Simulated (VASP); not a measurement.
SbS3:

```
Sb S
1.0
    -2.17066    2.17066    4.84875
     2.17066   -2.17066    4.84875
     2.17066    2.17066   -4.84875
Sb S
1 3
Direct
  0.00000 0.00000 0.00000
  0.50000 0.50000 0.00000
  0.25000 0.75000 0.50000
  0.75000 0.25000 0.50000
```

* Program: VASP 6.6.1
* Task: relaxation of cell and atoms
* Functional: PBE
* Potentials or basis: VASP PAW PBE potentials, release 64 (Sb, S)
* Cutoff: 600 eV
* k mesh: 6 × 6 × 6
* Occupations: gaussian, width 0.1 eV
* Spin: no spin polarisation

At the start: pressure -9.6 GPa; volume 22.85 Å³/atom.

Task: Where does the relaxation end?

Result: Over 19 steps the energy falls by 362.6 meV/atom and the volume is 20.61 Å³/atom (-9.8 %); space group I4/mmm (No. 139, to 0.05 Å).

The path:
| step | energy change (eV) | largest force (eV/Å) | pressure (GPa) | volume (Å³) |
| --- | --- | --- | --- | --- |
| 1 | 0.0000 | 0.0000 | -9.63 | 91.38 |
| 2 | -0.6578 | 0.0000 | 1.13 | 74.37 |
| 3 | -0.6578 | 0.0000 | 1.10 | 74.40 |
| 4 | -0.8222 | 0.0000 | 2.03 | 73.76 |
| 5 | -1.0445 | 0.0000 | 5.16 | 72.23 |
| 6 | -0.5985 | 0.0000 | 21.92 | 67.92 |
| 7 | -1.1077 | 0.0000 | 7.41 | 71.39 |
| 8 | -1.0836 | 0.0000 | 11.58 | 70.13 |
| 9 | -1.1134 | 0.0000 | 9.63 | 70.67 |
| 10 | -1.1734 | 0.0000 | 9.04 | 71.53 |
| 11 | -1.2761 | 0.0000 | 8.21 | 74.03 |
| 12 | -1.2828 | 0.0000 | 8.16 | 74.99 |
| 13 | -1.3730 | 0.0000 | 5.25 | 77.00 |
| 14 | -1.4456 | 0.0000 | 0.64 | 80.90 |
| 15 | -1.4466 | 0.0000 | 0.16 | 81.39 |
| 16 | -1.4466 | 0.0000 | 0.03 | 81.52 |
| 17 | -1.4472 | 0.0000 | 0.03 | 81.61 |
| 18 | -1.4487 | 0.0000 | 0.01 | 81.88 |
| 19 | -1.4502 | 0.0000 | -0.01 | 82.42 |

Final structure:
```
Sb S
1.0
    -1.84890    1.84890    6.02779
     1.84890   -1.84890    6.02779
     1.84890    1.84890   -6.02779
Sb S
1 3
Direct
  0.00000 0.00000 0.00000
  0.50000 0.50000 0.00000
  0.25000 0.75000 0.50000
  0.75000 0.25000 0.50000
```
